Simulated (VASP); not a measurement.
# KTaO3 (Pm-3m) in VASP: elastic constants with PBE

Aim: the elastic constants of KTaO3 with PBE.

Program: VASP 6.6.1. These are calculated values, not measurements. Logs are shortened: lines on timing, memory, paths and dates and some standing lists are left out, and cuts for length are marked.

### Step 1. The cell of the first run

It takes space group Pm-3m (No. 221, cubic). Conventional cell: a = 4.024 Å, b = 4.024 Å, c = 4.024 Å, α = 90.00°, β = 90.00°, γ = 90.00°. K (site symmetry m-3m) has 12 O at 2.85 Å and 8 Ta at 3.49 Å within 3.7 Å. Within 2.7 Å of Ta (site symmetry m-3m) lie 6 O at 2.01 Å. O (site symmetry 4/mmm) has 2 Ta at 2.01 Å within 2.7 Å.

### Step 2. Elastic constants, PBE

The input, INCAR:

```
ALGO = Normal ; EDIFF = 1E-8
ENCUT = 600 ; GGA = PE
IBRION = 6 ; ISIF = 3
ISMEAR = -1 ; LASPH = T
LCHARG = T ; LREAL = F
LWAVE = F ; NELM = 100
NFREE = 2 ; NSW = 1
POTIM = 0.015 ; PREC = Accurate
SIGMA = 0.01
```

The input, KPOINTS:

```
k-points
0
Gamma
  8 8 8
```

The input, POSCAR:

```
KTaO3
1.0
    4.0243806080      0.0000000000      0.0000000000
    0.0000000000      4.0243806080      0.0000000000
    0.0000000000      0.0000000000      4.0243806080
K Ta O
1 1 3
Direct
    0.5000000000      0.5000000000      0.5000000000
    0.0000000000      0.0000000000      0.0000000000
    0.5000000000      0.0000000000      0.0000000000
    0.0000000000      0.5000000000      0.0000000000
    0.0000000000      0.0000000000      0.5000000000
```

Potentials or basis: VASP PAW PBE potentials, release 64 (K_sv, Ta_pv, O).

Command:

```bash
$ cat potpaw_PBE.64/K_sv/POTCAR potpaw_PBE.64/Ta_pv/POTCAR potpaw_PBE.64/O/POTCAR > POTCAR
$ mpirun -np 1 vasp_std > vasp.out
```

OUTCAR:

```text
EDIFF = 1E-8
   ENCUT = 600
   GGA = PE
   IBRION = 6
   ISIF = 3
   ISMEAR = -1
   LASPH = T
   LREAL = F
   NELM = 100
   NFREE = 2
   NSW = 1
   POTIM = 0.015
   PREC = Accurate

 ion  position               nearest neighbor table
   1  0.500  0.500  0.500-   3 2.85   4 2.85   5 2.85   3 2.85   4 2.85   3 2.85   5 2.85   3 2.85
                             4 2.85   5 2.85   4 2.85   5 2.85   2 3.49   2 3.49   2 3.49   2 3.49
   2  0.000  0.000  0.000-   3 2.01   4 2.01   5 2.01   5 2.01   4 2.01   3 2.01   1 3.49   1 3.49
                             1 3.49   1 3.49   1 3.49   1 3.49   1 3.49   1 3.49
   3  0.500  0.000  0.000-   2 2.01   2 2.01   1 2.85   1 2.85   1 2.85   1 2.85
   4  0.000  0.500  0.000-   2 2.01   2 2.01   1 2.85   1 2.85   1 2.85   1 2.85
   5  0.000  0.000  0.500-   2 2.01   2 2.01   1 2.85   1 2.85   1 2.85   1 2.85

  LATTYP: Found a simple cubic cell.
 ALAT       =     4.0243806080

  Lattice vectors:

 A1 = (   4.0243806080,   0.0000000000,   0.0000000000)
 A2 = (   0.0000000000,   4.0243806080,   0.0000000000)
 A3 = (   0.0000000000,   0.0000000000,   4.0243806080)

Analysis of symmetry for initial positions (statically):
=====================================================================
 Subroutine PRICEL returns:
 Original cell was already a primitive cell.

 Routine SETGRP: Setting up the symmetry group for a
 simple cubic supercell.

 Subroutine GETGRP returns: Found 48 space group operations
 (whereof 48 operations were pure point group operations)
 out of a pool of 48 trial point group operations.

The static configuration has the point symmetry O_h .

Analysis of symmetry for dynamics (positions and initial velocities):
=====================================================================
 Subroutine PRICEL returns:
 Original cell was already a primitive cell.

 Routine SETGRP: Setting up the symmetry group for a
 simple cubic supercell.

 Subroutine GETGRP returns: Found 48 space group operations
 (whereof 48 operations were pure point group operations)
 out of a pool of 48 trial point group operations.

The dynamic configuration has the point symmetry O_h .

 Subroutine INISYM returns: Found 48 space group operations
 (whereof 48 operations are pure point group operations),
 and found     1 'primitive' translations

----------------------------------------------------------------------------------------

                                     Primitive cell

  volume of cell :      65.1774

  direct lattice vectors                    reciprocal lattice vectors
     4.024380608  0.000000000  0.000000000     0.248485443  0.000000000  0.000000000
     0.000000000  4.024380608  0.000000000     0.000000000  0.248485443  0.000000000
     0.000000000  0.000000000  4.024380608     0.000000000  0.000000000  0.248485443

  length of vectors
     4.024380608  4.024380608  4.024380608     0.248485443  0.248485443  0.248485443

  position of ions in fractional coordinates (direct lattice)
     0.500000000  0.500000000  0.500000000
     0.000000000  0.000000000  0.000000000
     0.500000000  0.000000000  0.000000000
     0.000000000  0.500000000  0.000000000
     0.000000000  0.000000000  0.500000000

  ion indices of the primitive-cell ions
   primitive index   ion index
                 1           1
                 2           2
                 3           3
                 4           4
                 5           5

----------------------------------------------------------------------------------------

 KPOINTS: k-points

Automatic generation of k-mesh.
 Grid dimensions read from file:
 generate k-points for:    8    8    8

 Generating k-lattice:

  Cartesian coordinates                     Fractional coordinates (reciprocal lattice)
     0.031060680  0.000000000  0.000000000     0.125000000  0.000000000  0.000000000
     0.000000000  0.031060680  0.000000000     0.000000000  0.125000000  0.000000000
     0.000000000  0.000000000  0.031060680     0.000000000  0.000000000  0.125000000

  Length of vectors
     0.031060680  0.031060680  0.031060680
[... 66 lines left out ...]
   NUPDOWN=      -1.0000    fix difference up-down
   EMIN   =  10.00;   EMAX   =-10.00  energy-range for DOS
   EFERMI =   0.00;   METHOD = LEGACY
   ISMEAR =    -1;   SIGMA  =   0.01  broadening in eV -4-tet -1-fermi 0-gaus
   EFERMI_NEDOS =   21; number of points for ismear=-14 and -15
   IALGO  =     38    algorithm
   IMIX   =      4    mixing-type and parameters
     AMIX     =   0.40;   BMIX     =  1.00
     AMIX_MAG =   1.60;   BMIX_MAG =  1.00
  volume/ion in A,a.u.               =      13.04        87.97
  Fermi-wavevector in a.u.,A,eV,Ry     =   1.367635  2.584456 25.448697  1.870426
  Thomas-Fermi vector in A             =   2.493670
   LORBIT       =      0    0 simple, 1 ext, 2 COOP (PROOUT), +10 PAW based schemes
   GGA     = PE    functional components
   LHFCALC =     F    Hartree Fock is set to
   AEXX    =    0.0000 exact exchange contribution
   IVDW    =     0    specifies the selected vdW correction
   LEPSILON=     F    determine dielectric tensor
   LRPA    =     F    only Hartree local field effects (RPA)
 finite differences with symmetry
 non-spin polarized calculation
  energy-cutoff  :      600.00
  volume of cell :       65.18
 maximum number of plane-waves:      2216
   NGX = 17   NGY = 17   NGZ = 17

--------------------------------------- Ionic step        1  -------------------------------------------

 number of electron      38.0000006 magnetization

 Free energy of the ion-electron system (eV)
  ---------------------------------------------------
  ext. energy  EPLUGINS =         0.00000000
  ---------------------------------------------------
  free energy    TOTEN  =       -41.07551843 eV

  energy without entropy =      -41.07551843  energy(sigma->0) =      -41.07551843

------------------------ aborting loop because EDIFF is reached ----------------------------------------

  FORCE on cell =-STRESS in cart. coord.  units (eV):
  Direction    XX          YY          ZZ          XY          YZ          ZX
  --------------------------------------------------------------------------------------
  -------------------------------------------------------------------------------------
  Total        0.1690039      0.1690039      0.1690039     -0.0000000     -0.0000000      0.0000000
  in kB        4.1544168      4.1544168      4.1544168     -0.0000000     -0.0000000      0.0000000
  external PRESSURE =       4.1544168 kB  Pullay stress =       0.0000000 kB
[... 98 lines left out ...]
  FREE ENERGIE OF THE ION-ELECTRON SYSTEM (eV)
  ---------------------------------------------------
  free  energy   TOTEN  =       -41.0527063555 eV

  energy  without entropy=      -41.0527063555  energy(sigma->0) =      -41.05270636

[... ionic steps 4 to 18 ...]

--------------------------------------- Ionic step       19  -------------------------------------------

 number of electron      38.0000004 magnetization

------------------------ aborting loop because EDIFF is reached ----------------------------------------
[... 73 lines left out ...]
--------------------------------------- Ionic step       21  -------------------------------------------

 number of electron      38.0000004 magnetization

 Free energy of the ion-electron system (eV)
  ---------------------------------------------------
  ext. energy  EPLUGINS =         0.00000000
  ---------------------------------------------------
  free energy    TOTEN  =       -41.07496773 eV

  energy without entropy =      -41.07496773  energy(sigma->0) =      -41.07496773

 E-fermi :   1.9139     XC(G=0): -10.7336

 val. band max:        1.6175780840   @ k =   0.5000   0.5000   0.5000
 cond. band min:       3.7343933776   @ k =   0.0000   0.0000   0.0000
 fundamental gap:      2.1168152936
 Fermi energy:         1.9138512802

 k-point     1 :       0.0000    0.0000    0.0000
  band No.  band energies     occupation
      1     -32.6273      2.00000
      2     -32.6273      2.00000
      3     -32.6273      2.00000
      4     -25.7275      2.00000
      5     -15.8363      2.00000
      6     -15.1387      2.00000
[... 613 lines left out ...]
     22       7.4864      0.00000
     23       9.6375      0.00000

 [... further k-points ...]
[... 5 lines left out ...]
  --------------------------------------------------------------------------------------
  -------------------------------------------------------------------------------------
  Total        0.1658405      0.1690518      0.1696155      0.0000000      0.0000000      0.0000000
  in kB        4.0766555      4.1555953      4.1694513      0.0000000      0.0000000      0.0000000
  external PRESSURE =       4.1339007 kB  Pullay stress =       0.0000000 kB
[... 20 lines left out ...]
  FREE ENERGIE OF THE ION-ELECTRON SYSTEM (eV)
  ---------------------------------------------------
  free  energy   TOTEN  =       -41.0749677320 eV

  energy  without entropy=      -41.0749677320  energy(sigma->0) =      -41.07496773

 INTERNAL STRAIN TENSORS FROM STRAINED CELLS
 ============================================

 INTERNAL STRAIN TENSOR FOR ION    1 for displacements in x,y,z  (eV/Angst):
          X           Y           Z          XY          YZ          ZX
  --------------------------------------------------------------------------------
  x     0.00000     0.00000     0.00000     0.00000     0.00000     0.00000
  y     0.00000     0.00000     0.00000     0.00000     0.00000     0.00000
  z     0.00000     0.00000     0.00000     0.00000     0.00000     0.00000

 INTERNAL STRAIN TENSORS FROM DISPLACED ATOMS
 ============================================

 INTERNAL STRAIN TENSOR FOR ION    1 for displacements in x,y,z  (eV/Angst):
          X           Y           Z          XY          YZ          ZX
  --------------------------------------------------------------------------------
  x     0.00000     0.00000     0.00000     0.00000     0.00000     0.00000
  y     0.00000     0.00000     0.00000     0.00000     0.00000     0.00000
  z     0.00000     0.00000     0.00000     0.00000     0.00000     0.00000

 INTERNAL STRAIN TENSOR FOR ION    5 for displacements in x,y,z  (eV/Angst):
          X           Y           Z          XY          YZ          ZX
  --------------------------------------------------------------------------------
  x     0.00000     0.00000     0.00000     0.00000     0.00000     0.00000
  y     0.00000     0.00000     0.00000     0.00000     0.00000     0.00000
  z     0.00000     0.00000     0.00000     0.00000     0.00000     0.00000

 Eigenvectors and eigenvalues of the dynamical matrix
 ----------------------------------------------------

   1 f  =   15.290045 THz    96.070188 2PiTHz  510.021014 cm-1    63.234518 meV
             X         Y         Z           dx          dy          dz
      2.012190  2.012190  2.012190     0.006361   -0.000062   -0.000000
      0.000000  0.000000  0.000000    -0.017818    0.000172    0.000000
      2.012190  0.000000  0.000000    -0.799097   -0.004108   -0.000000
      0.000000  2.012190  0.000000     0.424849    0.007727    0.000000
      0.000000  0.000000  2.012190     0.424849   -0.004108    0.000000
[... 105 lines left out ...]
  15 f/i=    1.159772 THz     7.287060 2PiTHz   38.685819 cm-1     4.796428 meV
             X         Y         Z           dx          dy          dz
      2.012190  2.012190  2.012190     0.170939    0.054120   -0.006091
      0.000000  0.000000  0.000000    -0.483932   -0.153215    0.017244
      2.012190  0.000000  0.000000     0.490161    0.142327   -0.016018
      0.000000  2.012190  0.000000     0.449543    0.155187   -0.016018
      0.000000  0.000000  2.012190     0.449543    0.142327   -0.017466

--------------------------------------------------------------------------------------------------------

 ELASTIC MODULI CONTR FROM IONIC RELAXATION (kBar)
 Direction    XX          YY          ZZ          XY          YZ          ZX
 --------------------------------------------------------------------------------
 XX           0.0000      0.0000      0.0000      0.0000      0.0000      0.0000
 YY           0.0000      0.0000      0.0000      0.0000      0.0000      0.0000
 ZZ           0.0000      0.0000      0.0000      0.0000      0.0000      0.0000
 XY           0.0000      0.0000      0.0000      0.0000      0.0000      0.0000
 YZ           0.0000      0.0000      0.0000      0.0000      0.0000      0.0000
 ZX           0.0000      0.0000      0.0000      0.0000      0.0000      0.0000
 --------------------------------------------------------------------------------

 TOTAL ELASTIC MODULI (kBar)
 Direction    XX          YY          ZZ          XY          YZ          ZX
 --------------------------------------------------------------------------------
 XX        4203.8809    750.4719    750.4719      0.0000      0.0000     -0.0000
 YY         750.4719   4203.8809    750.4719      0.0000      0.0000     -0.0000
 ZZ         750.4719    750.4719   4203.8809     -0.0000      0.0000     -0.0000
 XY           0.0000      0.0000     -0.0000    983.9208      0.0000      0.0000
 YZ           0.0000      0.0000      0.0000      0.0000    983.9208      0.0000
 ZX          -0.0000     -0.0000     -0.0000      0.0000      0.0000    983.9208
 --------------------------------------------------------------------------------
```

It took 44 min on 1 thread of Oxide Virtual Turin-like, shared host; peak memory 0.55 GiB.

What came out:

- Elastic constants C11, C12, C44: 420, 75, 98 GPa
- Voigt bulk modulus: 190 GPa
- Highest phonon frequency at Γ, LO-TO splitting left out: 510 cm⁻¹
- Most unstable mode: 39i cm⁻¹

Phonon frequencies in cm⁻¹ (negative: imaginary):
```csv
q point,frequencies
"(0.000, 0.000, 0.000)",-39 -39 -39 0 0 0 181 181 181 265 265 265 510 510 510
```

Elastic tensor in Voigt notation (GPa, in the Cartesian axes of the cell as first typed):
```
420  75  75   0   0   0
 75 420  75   0   0   0
 75  75 420   0   0   0
  0   0   0  98   0   0
  0   0   0   0  98   0
  0   0   0   0   0  98
```

Clamped-ion elastic tensor (GPa):
```
420  75  75   0   0   0
 75 420  75   0   0   0
 75  75 420   0   0   0
  0   0   0  98   0   0
  0   0   0   0  98   0
  0   0   0   0   0  98
```

Caveat: some modes are imaginary; spin-orbit coupling is left out, which moves the levels of the heavy elements.
